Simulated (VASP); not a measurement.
# Al (Fm-3m) in VASP: further runs

The runs below take Al through single point, relaxation of volume and atoms at fixed shape, with PBEsol.

All numbers are computed with VASP 6.6.1; they aren't measurements. Logs are shortened: lines on timing, memory, paths and dates and some standing lists are left out, and cuts for length are marked.

## (1) The cell of the first run

The structure is cubic, space group Fm-3m (No. 225). Conventional cell: a = 4.021 Å, b = 4.021 Å, c = 4.021 Å, α = 90.00°, β = 90.00°, γ = 90.00°. Al (site symmetry m-3m) has 12 Al at 2.84 Å within 3.7 Å.

## (2) Single point, PBEsol

The input, INCAR:

```
ALGO = Normal ; EDIFF = 1E-6
ENCUT = 500 ; GGA = PS
GGA_COMPAT = False ; ISIF = 2
ISMEAR = -1 ; LASPH = True
LCHARG = False ; LREAL = False
LWAVE = False ; NBANDS = 8
NELM = 120 ; PREC = Accurate
SIGMA = 0.05
```

The input, KPOINTS:

```
k-points
0
Gamma
  9 9 9
```

The input, POSCAR:

```
Al
1.0
    0.0000000000      2.0105112161      2.0105112161
    2.0105112161      0.0000000000      2.0105112161
    2.0105112161      2.0105112161      0.0000000000
Al
1
Direct
    0.0000000000      0.0000000000      0.0000000000
```

Potentials or basis: VASP PAW PBE potentials, release 64 (Al).

Command:

```bash
$ cat potpaw_PBE.64/Al/POTCAR > POTCAR
$ mpirun -np 1 vasp_std > vasp.out
```

OUTCAR:

```text
EDIFF = 1E-6
   ENCUT = 500
   GGA = PS
   ISIF = 2
   ISMEAR = -1
   LASPH = True
   LREAL = False
   NELM = 120
   PREC = Accurate

 ion  position               nearest neighbor table
   1  0.000  0.000  0.000-

  LATTYP: Found a face centered cubic cell.
 ALAT       =     4.0210224322

  Lattice vectors:

 A1 = (   0.0000000000,   2.0105112161,   2.0105112161)
 A2 = (   2.0105112161,   0.0000000000,   2.0105112161)
 A3 = (   2.0105112161,   2.0105112161,   0.0000000000)

Analysis of symmetry for initial positions (statically):
=====================================================================
 Subroutine PRICEL returns:
 Original cell was already a primitive cell.

 Routine SETGRP: Setting up the symmetry group for a
 face centered cubic supercell.

 Subroutine GETGRP returns: Found 48 space group operations
[... 9 lines left out ...]

 Routine SETGRP: Setting up the symmetry group for a
 face centered cubic supercell.

 Subroutine GETGRP returns: Found 48 space group operations
[... 11 lines left out ...]
                                     Primitive cell

  volume of cell :      16.2536

  direct lattice vectors                    reciprocal lattice vectors
     0.000000000  2.010511216  2.010511216    -0.248692967  0.248692967  0.248692967
     2.010511216  0.000000000  2.010511216     0.248692967 -0.248692967  0.248692967
     2.010511216  2.010511216  0.000000000     0.248692967  0.248692967 -0.248692967

  length of vectors
     2.843292229  2.843292229  2.843292229     0.430748855  0.430748855  0.430748855

  position of ions in fractional coordinates (direct lattice)
     0.000000000  0.000000000  0.000000000

  ion indices of the primitive-cell ions
   primitive index   ion index
                 1           1

----------------------------------------------------------------------------------------

 KPOINTS: k-points

Automatic generation of k-mesh.
 Grid dimensions read from file:
 generate k-points for:    9    9    9

 Generating k-lattice:

  Cartesian coordinates                     Fractional coordinates (reciprocal lattice)
    -0.027632552  0.027632552  0.027632552     0.111111111  0.000000000  0.000000000
     0.027632552 -0.027632552  0.027632552     0.000000000  0.111111111  0.000000000
     0.027632552  0.027632552 -0.027632552     0.000000000  0.000000000  0.111111111

  Length of vectors
     0.047860984  0.047860984  0.047860984

  Shift w.r.t. Gamma in fractional coordinates (k-lattice)
     0.000000000  0.000000000  0.000000000

 Subroutine IBZKPT returns following result:
 ===========================================

 Found     35 irreducible k-points:

 Following reciprocal coordinates:
            Coordinates               Weight
  0.000000  0.000000  0.000000      1.000000
  0.111111  0.000000  0.000000      8.000000
  0.222222  0.000000  0.000000      8.000000
  0.333333  0.000000  0.000000      8.000000
  0.444444  0.000000  0.000000      8.000000
  0.111111  0.111111  0.000000      6.000000
[... 16 lines left out ...]
 -0.333333  0.333333  0.000000     12.000000
  0.444444  0.444444  0.000000      6.000000
 [... further k-points ...]
   k-points           NKPTS =     35   k-points in BZ     NKDIM =     35   number of bands    NBANDS=      8
   number of dos      NEDOS =    301   number of ions     NIONS =      1
   total plane-waves  NPLWV =  13824
   dimension x,y,z NGX =    24 NGY =   24 NGZ =   24
   dimension x,y,z NGXF=    48 NGYF=   48 NGZF=   48
   ions per type =               1
   NGX,Y,Z   is equivalent  to a cutoff of  14.03, 14.03, 14.03 a.u.
   NGXF,Y,Z  is equivalent  to a cutoff of  28.07, 28.07, 28.07 a.u.
 SYSTEM =  unknown system
   PREC   = accura    normal or accurate (medium, high low for compatibility)
   ISTART =      0    job   : 0-new  1-cont  2-samecut
   ICHARG =      2    charge: 1-file 2-atom 10-const
   ISPIN  =      1    spin polarized calculation?
   LNONCOLLINEAR =      F non collinear calculations
   LSORBIT =      F    spin-orbit coupling
   LASPH  =      T    aspherical Exc in radial PAW
   ENCUT  =  500.0 eV  36.75 Ry    6.06 a.u.   5.18  5.18  5.18*2*pi/ulx,y,z
   NELM   =    120;   NELMIN=  2; NELMDL= -5     # of ELM steps
   EDIFF  = 0.1E-05   stopping-criterion for ELM
   LREAL  =      F    real-space projection
   EDIFFG = 0.1E-04   stopping-criterion for IOM
   NSW    =      0    number of steps for IOM
   IBRION =     -1    ionic relax: 0-MD 1-quasi-New 2-CG
   NFREE  =      0    steps in history (QN), initial steepest desc. (CG)
   ISIF   =      2    stress and relaxation
   ISYM   =      2    0-nonsym 1-usesym 2-fastsym
   POTIM  = 0.5000    time-step for ionic-motion
   TEBEG  =    0.0;   TEEND  =   0.0 temperature during run
   PSTRESS=    0.0 pullay stress
   NELECT =       3.0000    total number of electrons
   NUPDOWN=      -1.0000    fix difference up-down
   EMIN   =  10.00;   EMAX   =-10.00  energy-range for DOS
   EFERMI =   0.00;   METHOD = LEGACY
   ISMEAR =    -1;   SIGMA  =   0.05  broadening in eV -4-tet -1-fermi 0-gaus
   EFERMI_NEDOS =   21; number of points for ismear=-14 and -15
   IALGO  =     38    algorithm
   IMIX   =      4    mixing-type and parameters
     AMIX     =   0.40;   BMIX     =  1.00
     AMIX_MAG =   1.60;   BMIX_MAG =  1.00
  volume/ion in A,a.u.               =      16.25       109.68
  Fermi-wavevector in a.u.,A,eV,Ry     =   0.932106  1.761425 11.821042  0.868822
  Thomas-Fermi vector in A             =   2.058669
   LORBIT       =      0    0 simple, 1 ext, 2 COOP (PROOUT), +10 PAW based schemes
   GGA     = PS    functional components
   LHFCALC =     F    Hartree Fock is set to
   AEXX    =    0.0000 exact exchange contribution
   IVDW    =     0    specifies the selected vdW correction
   LEPSILON=     F    determine dielectric tensor
   LRPA    =     F    only Hartree local field effects (RPA)
 non-spin polarized calculation
  energy-cutoff  :      500.00
  volume of cell :       16.25
 maximum number of plane-waves:       424
 NGX is ok and might be reduce to    24
   NGX = 11   NGY = 11   NGZ = 11

 number of electron       3.0000000 magnetization

 Free energy of the ion-electron system (eV)
  ---------------------------------------------------
  ext. energy  EPLUGINS =         0.00000000
  ---------------------------------------------------
  free energy    TOTEN  =        -4.06379580 eV

  energy without entropy =       -4.05834505  energy(sigma->0) =       -4.06107043

 E-fermi :   8.0764     XC(G=0): -10.3112

 val. band max:        7.9691104201   @ k =   0.4444   0.4444   0.0000
 cond. band min:       8.1084184759   @ k =  -0.4444   0.3333   0.1111
 fundamental gap:      0.1393080558
 Fermi energy:         8.0764080686

 k-point     1 :       0.0000    0.0000    0.0000
  band No.  band energies     occupation
      1      -3.1261      2.00000
      2      20.7869      0.00000
      3      20.7869      0.00000
      4      20.7869      0.00000
      5      22.3928      0.00000
      6      22.3928      0.00000
      7      22.3928      0.00000
      8      24.7032      0.00000

 k-point     2 :       0.1111    0.0000    0.0000
  band No.  band energies     occupation
      1      -2.7875      2.00000
      2      17.0503      0.00000
      3      19.9882      0.00000
      4      19.9882      0.00000
      5      23.0031      0.00000
      6      23.6929      0.00000
      7      23.6929      0.00000
      8      26.1297      0.00000

 k-point     3 :       0.2222    0.0000    0.0000
  band No.  band energies     occupation
      1      -1.7766      2.00000
      2      12.6216      0.00000
      3      19.2203      0.00000
      4      19.2203      0.00000
      5      22.6604      0.00000
      6      23.4906      0.00000
      7      23.4906      0.00000
      8      26.4520      0.00000

 k-point     4 :       0.3333    0.0000    0.0000
  band No.  band energies     occupation
      1      -0.1080      2.00000
      2       8.6061      0.00005
      3      18.9680      0.00000
      4      18.9680      0.00000
      5      21.5760      0.00000
      6      21.5760      0.00000
      7      22.5686      0.00000
      8      25.5996      0.00000

 k-point     5 :       0.4444    0.0000    0.0000
  band No.  band energies     occupation
      1       2.1940      2.00000
      2       5.1201      2.00000
      3      19.2725      0.00000
      4      19.2725      0.00000
      5      20.1453      0.00000
      6      20.1453      0.00000
      7      22.9962      0.00000
      8      24.0496      0.00000

 k-point     6 :       0.1111    0.1111    0.0000
  band No.  band energies     occupation
      1      -2.6748      2.00000
      2      18.4249      0.00000
      3      18.4249      0.00000
      4      18.6533      0.00000
      5      21.4392      0.00000
      6      23.5640      0.00000
      7      25.4042      0.00000
      8      25.4042      0.00000

 k-point     7 :       0.2222    0.1111    0.0000
  band No.  band energies     occupation
      1      -1.8886      2.00000
      2      14.2760      0.00000
      3      17.3965      0.00000
      4      18.8532      0.00000
      5      20.8114      0.00000
      6      22.3445      0.00000
      7      25.7966      0.00000
      8      26.4495      0.00000
[... 133 lines left out ...]
 k-point    20 :       0.3333    0.3333    0.0000
  band No.  band energies     occupation
      1       0.8811      2.00000
      2      12.5161      0.00000
      3      14.3654      0.00000
      4      14.6245      0.00000
      5      14.6245      0.00000
      6      18.2134      0.00000
      7      31.1990      0.00000
      8      32.6487      0.00000

 k-point    21 :       0.4444    0.3333    0.0000
  band No.  band energies     occupation
      1       2.5099      2.00000
      2      10.2964      0.00000
      3      11.0403      0.00000
      4      14.3399      0.00000
      5      15.6615      0.00000
      6      19.5647      0.00000
      7      30.4743      0.00000
      8      32.8135      0.00000

 k-point    22 :      -0.4444    0.3333    0.0000
  band No.  band energies     occupation
      1       4.7235      2.00000
      2       7.5948      1.99987
      3       8.8915      0.00000
      4      14.6313      0.00000
      5      16.2386      0.00000
      6      23.0112      0.00000
      7      29.2980      0.00000
      8      31.6049      0.00000

 k-point    23 :      -0.3333    0.3333    0.0000
  band No.  band energies     occupation
      1       4.7686      2.00000
      2       7.0122      2.00000
      3       8.5198      0.00028
      4      15.5003      0.00000
      5      17.2744      0.00000
      6      26.9562      0.00000
      7      28.5043      0.00000
      8      28.5361      0.00000

 k-point    24 :       0.4444    0.4444    0.0000
  band No.  band energies     occupation
      1       3.8744      2.00000
      2       7.9691      1.79058
      3      13.4762      0.00000
      4      13.8608      0.00000
      5      13.8608      0.00000
      6      17.4072      0.00000
      7      33.2483      0.00000
      8      34.8350      0.00000

 [... further k-points ...]

------------------------ aborting loop because EDIFF is reached ----------------------------------------

  FORCE on cell =-STRESS in cart. coord.  units (eV):
  Direction    XX          YY          ZZ          XY          YZ          ZX
  --------------------------------------------------------------------------------------
  -------------------------------------------------------------------------------------
  Total        0.0058740      0.0058740      0.0058740      0.0000000     -0.0000000      0.0000000
  in kB        0.5790241      0.5790241      0.5790241      0.0000000     -0.0000000      0.0000000
  external PRESSURE =       0.5790241 kB  Pullay stress =       0.0000000 kB

 VOLUME and BASIS-vectors are now :
 -----------------------------------------------------------------------------
  energy-cutoff  :      500.00
  volume of cell :       16.25
      direct lattice vectors                 reciprocal lattice vectors
     0.000000000  2.010511216  2.010511216    -0.248692967  0.248692967  0.248692967
     2.010511216  0.000000000  2.010511216     0.248692967 -0.248692967  0.248692967
     2.010511216  2.010511216  0.000000000     0.248692967  0.248692967 -0.248692967

 POSITION                                       TOTAL-FORCE (eV/Angst)
 -----------------------------------------------------------------------------------
      0.00000      0.00000      0.00000        -0.000000      0.000000      0.000000
 -----------------------------------------------------------------------------------
    total drift:                               -0.000000      0.000000      0.000000

  FREE ENERGIE OF THE ION-ELECTRON SYSTEM (eV)
  ---------------------------------------------------
  free  energy   TOTEN  =        -4.0637958000 eV

  energy  without entropy=       -4.0583450514  energy(sigma->0) =       -4.06107043
```

Run time: 2.9 s. Hardware: 1 thread of Intel Xeon Platinum 8375C at 2.90GHz (Ice Lake), shared host; peak memory 0.13 GiB.

Results:

* Free energy: -4.0638 eV
* Pressure: 0.1 GPa

Levels at points of the mesh, in eV from the Fermi level:
```
           k point  band 1  band 2  band 3  band 4
(0.00, 0.00, 0.00)  -11.20   12.71   12.71   12.71
```

Caveat: the PAW data sets were made with another functional, which shifts forces and pressure a little.

## (3) Relaxation of volume and atoms at fixed shape, PBEsol

This run uses another cell than the first one, of 16.60 Å³/atom, 1.021 times its volume.

The input, INCAR:

```
PREC = Accurate
ENCUT = 500
EDIFF = 1E-7
ISMEAR = -1
SIGMA = 0.05
LREAL = F
LASPH = T
NELM = 120
ALGO = Normal
ISIF = 8
LWAVE = F
LCHARG = F
GGA = PS
IBRION = 2
NSW = 60
EDIFFG = -0.03
GGA_COMPAT = F
NELMIN = 4
```

The input, KPOINTS:

```
regular mesh
0
Gamma
  9 9 9
```

The input, POSCAR:

```
Al
1.0
    0.0000000000      2.0248100000      2.0248100000
    2.0248100000      0.0000000000      2.0248100000
    2.0248100000      2.0248100000      0.0000000000
Al
1
Direct
    0.0000000000      0.0000000000      0.0000000000
```

Potentials or basis: VASP PAW PBE potentials, release 64 (Al).

Command:

```bash
$ cat potpaw_PBE.64/Al/POTCAR > POTCAR
$ mpirun -np 1 vasp_std > vasp.out
```

Run time: 4.5 s. Hardware: 1 thread of Intel Xeon Platinum 8375C at 2.90GHz (Ice Lake), shared host; peak memory 0.13 GiB.

The run converged. Its results:

```
Free energy                            : -4.0638 eV
Relaxed volume                         : 16.26 Å³/atom
Relaxed cell                           : a = 2.844 Å, b = 2.844 Å, c = 2.844 Å, α = 60.00°, β = 60.00°, γ = 60.00°
Space group after relaxing (to 0.05 Å) : Fm-3m (No. 225)
Energy gained by relaxing              : 1.8 meV/atom
Ionic steps                            : 3
Pressure after relaxing                : 0.0 GPa
```

Step by step:
```tsv
step	energy change (eV)	largest force (eV/Å)	pressure (GPa)	volume (Å³)
1	0.0000	0.0000	-1.63	16.60
2	-0.0017	0.0000	0.33	16.20
3	-0.0018	0.0000	0.00	16.26
```

Final structure:
```
Al
1.0
     0.00000    2.01096    2.01096
     2.01096    0.00000    2.01096
     2.01096    2.01096    0.00000
Al
1
Direct
  0.00000 0.00000 0.00000
```

Levels at points of the mesh, in eV from the Fermi level:
| k point | band 1 | band 2 | band 3 | band 4 | band 5 |
| --- | --- | --- | --- | --- | --- |
| (0.00, 0.00, 0.00) | -11.20 | 12.71 | 12.71 | 12.71 | 14.31 |

Caveat: the PAW data sets were made with another functional, which shifts forces and pressure a little.
